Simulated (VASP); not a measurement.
# C (Fd-3m) in VASP: notebook

C is run at these levels: r2SCAN; tasks: single point.

All numbers are computed with VASP 6.6.1; they aren't measurements. Logs are shortened: lines on timing, memory, paths and dates and some standing lists are left out, and cuts for length are marked.

### 1 The cell of the first run

It takes space group Fd-3m (No. 227, cubic). Conventional cell: a = 3.488 Å, b = 3.488 Å, c = 3.488 Å, α = 90.00°, β = 90.00°, γ = 90.00°. Within 2.0 Å of C (site symmetry -43m) lie 4 C at 1.51 Å.

### 2 Single point, r2SCAN (volume scaled by 0.94)

The input, POSCAR:

```
C
1.0
    0.0000000000      1.7438021687      1.7438021687
    1.7438021687      0.0000000000      1.7438021687
    1.7438021687      1.7438021687      0.0000000000
C
2
Direct
    0.0000000000      0.0000000000      0.0000000000
    0.2500000000      0.2500000000      0.2500000000
```

The input, INCAR.step1:

```
SYSTEM = C
PREC = Accurate ; ENCUT = 660
ISMEAR = 0 ; SIGMA = 0.02
LREAL = .FALSE. ; LASPH = .TRUE.
NELM = 120 ; NBANDS = 11
GGA = PE ; ALGO = Normal
EDIFF = 1E-5 ; LWAVE = .TRUE.
LCHARG = .FALSE. ; GGA_COMPAT = .FALSE.
```

The input, INCAR.step2:

```
SYSTEM = C
PREC = Accurate ; ENCUT = 660
EDIFF = 1E-6 ; ISMEAR = 0
SIGMA = 0.02 ; LREAL = .FALSE.
LASPH = .TRUE. ; NELM = 120
ALGO = Normal ; ISIF = 2
LWAVE = .FALSE. ; LCHARG = .TRUE.
METAGGA = R2SCAN ; LMIXTAU = .TRUE.
LELF = .TRUE. ; LVHAR = .TRUE.
NBANDS = 11 ; ISTART = 1
GGA_COMPAT = .FALSE.
```

The input, KPOINTS:

```
regular mesh
0
G
  12 12 12
  0 0 0
```

Potentials or basis: VASP PAW PBE potentials, release 64 (C).

Launch:

```console
$ cat potpaw_PBE.64/C/POTCAR > POTCAR
$ cp INCAR.step1 INCAR
$ mpirun -np 1 vasp_std > vasp.out
$ cp INCAR.step2 INCAR
$ mpirun -np 1 vasp_std > vasp.out
```

OUTCAR:

```text
SYSTEM = C
   PREC = Accurate
   ENCUT = 660
   EDIFF = 1E-6
   ISMEAR = 0
   LREAL = .FALSE.
   LASPH = .TRUE.
   NELM = 120
   ISIF = 2
   METAGGA = R2SCAN
   ISTART = 1

 ion  position               nearest neighbor table
   1  0.000  0.000  0.000-   2 1.51   2 1.51   2 1.51   2 1.51
   2  0.250  0.250  0.250-   1 1.51   1 1.51   1 1.51   1 1.51

  LATTYP: Found a face centered cubic cell.
 ALAT       =     3.4876043374

  Lattice vectors:

 A1 = (   0.0000000000,   1.7438021687,   1.7438021687)
 A2 = (   1.7438021687,   0.0000000000,   1.7438021687)
 A3 = (   1.7438021687,   1.7438021687,   0.0000000000)

Analysis of symmetry for initial positions (statically):
=====================================================================
 Subroutine PRICEL returns:
 Original cell was already a primitive cell.

 Routine SETGRP: Setting up the symmetry group for a
 face centered cubic supercell.

 Subroutine GETGRP returns: Found 48 space group operations
 (whereof 24 operations were pure point group operations)
 out of a pool of 48 trial point group operations.

The static configuration has the point symmetry T_d .
 The point group associated with its full space group is O_h .

Analysis of symmetry for dynamics (positions and initial velocities):
=====================================================================
 Subroutine PRICEL returns:
 Original cell was already a primitive cell.

 Routine SETGRP: Setting up the symmetry group for a
 face centered cubic supercell.

 Subroutine GETGRP returns: Found 48 space group operations
 (whereof 24 operations were pure point group operations)
 out of a pool of 48 trial point group operations.

The dynamic configuration has the point symmetry T_d .
 The point group associated with its full space group is O_h .

 Subroutine INISYM returns: Found 48 space group operations
 (whereof 24 operations are pure point group operations),
 and found     1 'primitive' translations

----------------------------------------------------------------------------------------

                                     Primitive cell

  volume of cell :      10.6053

  direct lattice vectors                    reciprocal lattice vectors
     0.000000000  1.743802169  1.743802169    -0.286729773  0.286729773  0.286729773
     1.743802169  0.000000000  1.743802169     0.286729773 -0.286729773  0.286729773
     1.743802169  1.743802169  0.000000000     0.286729773  0.286729773 -0.286729773

  length of vectors
     2.466108677  2.466108677  2.466108677     0.496630535  0.496630535  0.496630535

  position of ions in fractional coordinates (direct lattice)
     0.000000000  0.000000000  0.000000000
     0.250000000  0.250000000  0.250000000

  ion indices of the primitive-cell ions
   primitive index   ion index
                 1           1
                 2           2

----------------------------------------------------------------------------------------

 KPOINTS: regular mesh

Automatic generation of k-mesh.
 Grid dimensions read from file:
 generate k-points for:   12   12   12

 Generating k-lattice:

  Cartesian coordinates                     Fractional coordinates (reciprocal lattice)
    -0.023894148  0.023894148  0.023894148     0.083333333  0.000000000  0.000000000
     0.023894148 -0.023894148  0.023894148     0.000000000  0.083333333  0.000000000
     0.023894148  0.023894148 -0.023894148     0.000000000  0.000000000  0.083333333

  Length of vectors
     0.041385878  0.041385878  0.041385878

  Shift w.r.t. Gamma in fractional coordinates (k-lattice)
     0.000000000  0.000000000  0.000000000

 Subroutine IBZKPT returns following result:
 ===========================================

 Found     72 irreducible k-points:

 Following reciprocal coordinates:
            Coordinates               Weight
  0.000000  0.000000  0.000000      1.000000
  0.083333  0.000000  0.000000      8.000000
  0.166667  0.000000  0.000000      8.000000
  0.250000  0.000000  0.000000      8.000000
  0.333333  0.000000  0.000000      8.000000
  0.416667  0.000000  0.000000      8.000000
[... 16 lines left out ...]
  0.500000  0.166667  0.000000     24.000000
 -0.416667  0.166667  0.000000     24.000000
 [... further k-points ...]
   k-points           NKPTS =     72   k-points in BZ     NKDIM =     72   number of bands    NBANDS=     11
   number of dos      NEDOS =    301   number of ions     NIONS =      2
   total plane-waves  NPLWV =  13824
   dimension x,y,z NGX =    24 NGY =   24 NGZ =   24
   dimension x,y,z NGXF=    48 NGYF=   48 NGZF=   48
   ions per type =               2
   NGX,Y,Z   is equivalent  to a cutoff of  16.18, 16.18, 16.18 a.u.
   NGXF,Y,Z  is equivalent  to a cutoff of  32.36, 32.36, 32.36 a.u.
 SYSTEM =  C
   PREC   = accura    normal or accurate (medium, high low for compatibility)
   ISTART =      1    job   : 0-new  1-cont  2-samecut
   ICHARG =      0    charge: 1-file 2-atom 10-const
   ISPIN  =      1    spin polarized calculation?
   LNONCOLLINEAR =      F non collinear calculations
   LSORBIT =      F    spin-orbit coupling
   LASPH  =      T    aspherical Exc in radial PAW
   ENCUT  =  660.0 eV  48.51 Ry    6.96 a.u.   5.17  5.17  5.17*2*pi/ulx,y,z
   NELM   =    120;   NELMIN=  2; NELMDL=  0     # of ELM steps
   EDIFF  = 0.1E-05   stopping-criterion for ELM
   LREAL  =      F    real-space projection
   EDIFFG = 0.1E-04   stopping-criterion for IOM
   NSW    =      0    number of steps for IOM
   IBRION =     -1    ionic relax: 0-MD 1-quasi-New 2-CG
   NFREE  =      0    steps in history (QN), initial steepest desc. (CG)
   ISIF   =      2    stress and relaxation
   ISYM   =      2    0-nonsym 1-usesym 2-fastsym
   POTIM  = 0.5000    time-step for ionic-motion
   TEBEG  =    0.0;   TEEND  =   0.0 temperature during run
   PSTRESS=    0.0 pullay stress
   NELECT =       8.0000    total number of electrons
   NUPDOWN=      -1.0000    fix difference up-down
   EMIN   =  10.00;   EMAX   =-10.00  energy-range for DOS
   EFERMI =   0.00;   METHOD = LEGACY
   ISMEAR =     0;   SIGMA  =   0.02  broadening in eV -4-tet -1-fermi 0-gaus
   EFERMI_NEDOS =   21; number of points for ismear=-14 and -15
   IALGO  =     38    algorithm
   IMIX   =      4    mixing-type and parameters
     AMIX     =   0.40;   BMIX     =  1.00
     AMIX_MAG =   1.60;   BMIX_MAG =  1.00
  volume/ion in A,a.u.               =       5.30        35.78
  Fermi-wavevector in a.u.,A,eV,Ry     =   1.490268  2.816198 30.217148  2.220898
  Thomas-Fermi vector in A             =   2.603071
   LORBIT       =      0    0 simple, 1 ext, 2 COOP (PROOUT), +10 PAW based schemes
   METAGGA = R2SCAN    functional components
   LHFCALC =     F    Hartree Fock is set to
   AEXX    =    0.0000 exact exchange contribution
   IVDW    =     0    specifies the selected vdW correction
   LEPSILON=     F    determine dielectric tensor
   LRPA    =     F    only Hartree local field effects (RPA)
 non-spin polarized calculation
 Gauss-broadening in eV      SIGMA  =   0.02
  energy-cutoff  :      660.00
  volume of cell :       10.61
 maximum number of plane-waves:       424
 NGX is ok and might be reduce to    24
   NGX = 11   NGY = 11   NGZ = 11

 number of electron       8.0000000 magnetization

 Free energy of the ion-electron system (eV)
  ---------------------------------------------------
  ext. energy  EPLUGINS =         0.00000000
  ---------------------------------------------------
  free energy    TOTEN  =       -19.60190838 eV

  energy without entropy =      -19.60190838  energy(sigma->0) =      -19.60190838

 E-fermi :  10.8284     XC(G=0): -14.6298

 val. band max:       10.7119176108   @ k =   0.0000   0.0000   0.0000
 cond. band min:      15.2172462396   @ k =   0.3333   0.3333   0.0000
 fundamental gap:      4.5053286288
 Fermi energy:        10.8284047716

 k-point     1 :       0.0000    0.0000    0.0000
  band No.  band energies     occupation
      1     -12.9350      2.00000
      2      10.7119      2.00000
      3      10.7119      2.00000
      4      10.7119      2.00000
      5      16.7339      0.00000
      6      16.7339      0.00000
      7      16.7339      0.00000
      8      26.1788      0.00000
      9      32.0645      0.00000
     10      38.8640      0.00000
     11      38.8640      0.00000

 k-point     2 :       0.0833    0.0000    0.0000
  band No.  band energies     occupation
      1     -12.7248      2.00000
      2       9.3234      2.00000
      3      10.3404      2.00000
      4      10.3404      2.00000
      5      17.2209      0.00000
      6      17.2209      0.00000
      7      17.5904      0.00000
      8      26.3275      0.00000
      9      32.4150      0.00000
     10      36.6974      0.00000
     11      36.6974      0.00000

 k-point     3 :       0.1667    0.0000    0.0000
  band No.  band energies     occupation
      1     -12.0968      2.00000
      2       6.5014      2.00000
      3       9.5428      2.00000
      4       9.5428      2.00000
      5      18.2659      0.00000
      6      18.2659      0.00000
      7      18.9105      0.00000
      8      26.7444      0.00000
      9      33.1407      0.00000
     10      34.9780      0.00000
     11      34.9780      0.00000
[... 267 lines left out ...]
 k-point    23 :       0.5000    0.1667    0.0000
  band No.  band energies     occupation
      1      -6.6251      2.00000
      2      -2.6089      2.00000
      3       5.1396      2.00000
      4       6.2283      2.00000
      5      18.4222      0.00000
      6      22.4847      0.00000
      7      23.3756      0.00000
      8      26.5466      0.00000
      9      32.9132      0.00000
     10      37.2747      0.00000
     11      39.5645      0.00000

 k-point    24 :      -0.4167    0.1667    0.0000
  band No.  band energies     occupation
      1      -6.1456      2.00000
      2      -3.1839      2.00000
      3       4.5933      2.00000
      4       6.6558      2.00000
      5      18.9117      0.00000
      6      21.9225      0.00000
      7      23.3528      0.00000
      8      27.9513      0.00000
      9      32.1143      0.00000
     10      36.7802      0.00000
     11      38.0962      0.00000

 [... further k-points ...]

------------------------ aborting loop because EDIFF is reached ----------------------------------------

  FORCE on cell =-STRESS in cart. coord.  units (eV):
  Direction    XX          YY          ZZ          XY          YZ          ZX
  --------------------------------------------------------------------------------------
  -------------------------------------------------------------------------------------
  Total        2.0844227      2.0844227      2.0844227     -0.0000000      0.0000000     -0.0000000
  in kB      314.9015060    314.9015060    314.9015060     -0.0000000      0.0000000     -0.0000000
  external PRESSURE =     314.9015060 kB  Pullay stress =       0.0000000 kB

 VOLUME and BASIS-vectors are now :
 -----------------------------------------------------------------------------
  energy-cutoff  :      660.00
  volume of cell :       10.61
      direct lattice vectors                 reciprocal lattice vectors
     0.000000000  1.743802169  1.743802169    -0.286729773  0.286729773  0.286729773
     1.743802169  0.000000000  1.743802169     0.286729773 -0.286729773  0.286729773
     1.743802169  1.743802169  0.000000000     0.286729773  0.286729773 -0.286729773

 POSITION                                       TOTAL-FORCE (eV/Angst)
 -----------------------------------------------------------------------------------
      0.00000      0.00000      0.00000         0.000000      0.000000     -0.000000
      0.87190      0.87190      0.87190        -0.000000     -0.000000      0.000000
 -----------------------------------------------------------------------------------
    total drift:                               -0.000000      0.000000      0.000000

  FREE ENERGIE OF THE ION-ELECTRON SYSTEM (eV)
  ---------------------------------------------------
  free  energy   TOTEN  =       -19.6019083807 eV

  energy  without entropy=      -19.6019083807  energy(sigma->0) =      -19.60190838
```

Run time: 28 s. Hardware: 1 thread of Intel Xeon 6975P-C, shared host; peak memory 0.14 GiB.

What came out:

* Free energy: -19.6019 eV
* Pressure: 31.5 GPa
* Band gap on the k mesh: 4.51 eV, indirect (least direct gap 6.02 eV)

Caveat: the cell differs from its parent crystal (volume scaled by 0.94); the PAW data sets were made with another functional, which shifts forces and pressure a little.

### 3 Single point, r2SCAN (volume scaled by 0.97)

The input, POSCAR:

```
C
1.0
    0.0000000000      1.7621593300      1.7621593300
    1.7621593300      0.0000000000      1.7621593300
    1.7621593300      1.7621593300      0.0000000000
C
2
Direct
    0.0000000000      0.0000000000      0.0000000000
    0.2500000000      0.2500000000      0.2500000000
```

The input, INCAR.step1:

```
PREC = Accurate
ENCUT = 660
ISMEAR = 0
SIGMA = 0.02
LREAL = F
LASPH = T
NELM = 120
NBANDS = 11
GGA = PE
ALGO = Normal
EDIFF = 1E-5
LWAVE = T
LCHARG = F
GGA_COMPAT = F
```

The input, INCAR.step2:

```
PREC = Accurate
ENCUT = 660
EDIFF = 1E-6
ISMEAR = 0
SIGMA = 0.02
LREAL = F
LASPH = T
NELM = 120
ALGO = Normal
ISIF = 2
LWAVE = F
LCHARG = F
METAGGA = R2SCAN
LMIXTAU = T
NBANDS = 11
ISTART = 1
GGA_COMPAT = F
```

The input, KPOINTS:

```
regular mesh
0
Gamma
  12 12 12
```

Potentials or basis: VASP PAW PBE potentials, release 64 (C).

Launch:

```console
$ cat potpaw_PBE.64/C/POTCAR > POTCAR
$ cp INCAR.step1 INCAR
$ mpirun -np 1 vasp_std > vasp.out
$ cp INCAR.step2 INCAR
$ mpirun -np 1 vasp_std > vasp.out
```

It took 32 s on 1 thread of Intel Xeon 6975P-C, shared host; peak memory 0.14 GiB.

Results (log left out):

```yaml
Free_energy: -19.6522 eV
Pressure: 14.7 GPa
Band_gap_on_the_k_mesh: 4.43 eV, indirect (least direct gap 5.94 eV)
```

Levels at points of the mesh, in eV from the valence-band top:
| k point | band 1 | band 2 | band 3 | band 4 | band 5 | band 6 | band 7 | band 8 |
| --- | --- | --- | --- | --- | --- | --- | --- | --- |
| (0.00, 0.00, 0.00) | -23.20 | 0.00 | 0.00 | 0.00 | 5.94 | 5.94 | 5.94 | 14.69 |
| (0.50, 0.00, 0.00) | -17.04 | -14.46 | -3.08 | -3.08 | 9.03 | 9.03 | 9.64 | 17.05 |
| (0.50, 0.50, 0.00) | -13.85 | -13.85 | -6.89 | -6.89 | 5.08 | 5.08 | 18.45 | 18.45 |

Caveat: the cell differs from its parent crystal (volume scaled by 0.97); the PAW data sets were made with another functional, which shifts forces and pressure a little. A k mesh can miss the band edges.

### 4 Single point, r2SCAN

This run uses another cell than the first one, of 5.64 Å³/atom, 1.064 times its volume.

The input, POSCAR:

```
C
1.0
    0.0000000000      1.7801417897      1.7801417897
    1.7801417897      0.0000000000      1.7801417897
    1.7801417897      1.7801417897      0.0000000000
C
2
Direct
    0.0000000000      0.0000000000      0.0000000000
    0.2500000000      0.2500000000      0.2500000000
```

The input, INCAR.step1:

```
  ALGO = Normal
  EDIFF = 1E-5
  ENCUT = 660
  GGA = PE
  GGA_COMPAT = False
  ISMEAR = 0
  LASPH = True
  LCHARG = False
  LREAL = False
  LWAVE = True
  NBANDS = 11
  NELM = 120
  PREC = Accurate
  SIGMA = 0.02
```

The input, INCAR.step2:

```
  ALGO = Normal
  EDIFF = 1E-6
  ENCUT = 660
  GGA_COMPAT = False
  ISIF = 2
  ISMEAR = 0
  ISTART = 1
  LASPH = True
  LCHARG = False
  LMIXTAU = True
  LREAL = False
  LWAVE = False
  METAGGA = R2SCAN
  NBANDS = 11
  NELM = 120
  PREC = Accurate
  SIGMA = 0.02
```

The input, KPOINTS:

```
k-points
0
Gamma
  12 12 12
```

Launch:

```console
$ cat potpaw_PBE.64/C/POTCAR > POTCAR
$ cp INCAR.step1 INCAR
$ mpirun -np 1 vasp_std > vasp.out
$ cp INCAR.step2 INCAR
$ mpirun -np 1 vasp_std > vasp.out
```

Wall time 26 s (1 thread of Intel Xeon 6975P-C, shared host); peak memory 0.14 GiB.

It converged, with:

```
Free energy            : -19.6692 eV
Pressure               : 0.1 GPa
Band gap on the k mesh : 4.36 eV, indirect (least direct gap 5.85 eV)
```

Levels at points of the mesh, in eV from the valence-band top:
```
           k point  band 1  band 2  band 3  band 4  band 5  band 6  band 7  band 8
(0.00, 0.00, 0.00)  -22.77    0.00    0.00    0.00    5.85    5.85    5.85   13.95
(0.50, 0.00, 0.00)  -16.79  -14.11   -2.99   -2.99    8.90    8.90    9.20   16.75
(0.50, 0.50, 0.00)  -13.63  -13.63   -6.69   -6.69    5.01    5.01   17.96   17.96
```

Caveat: the PAW data sets were made with another functional, which shifts forces and pressure a little. r2SCAN opens gaps a little over a GGA but as a rule still falls short of measured ones.

(Continued in part 2 of 2.)
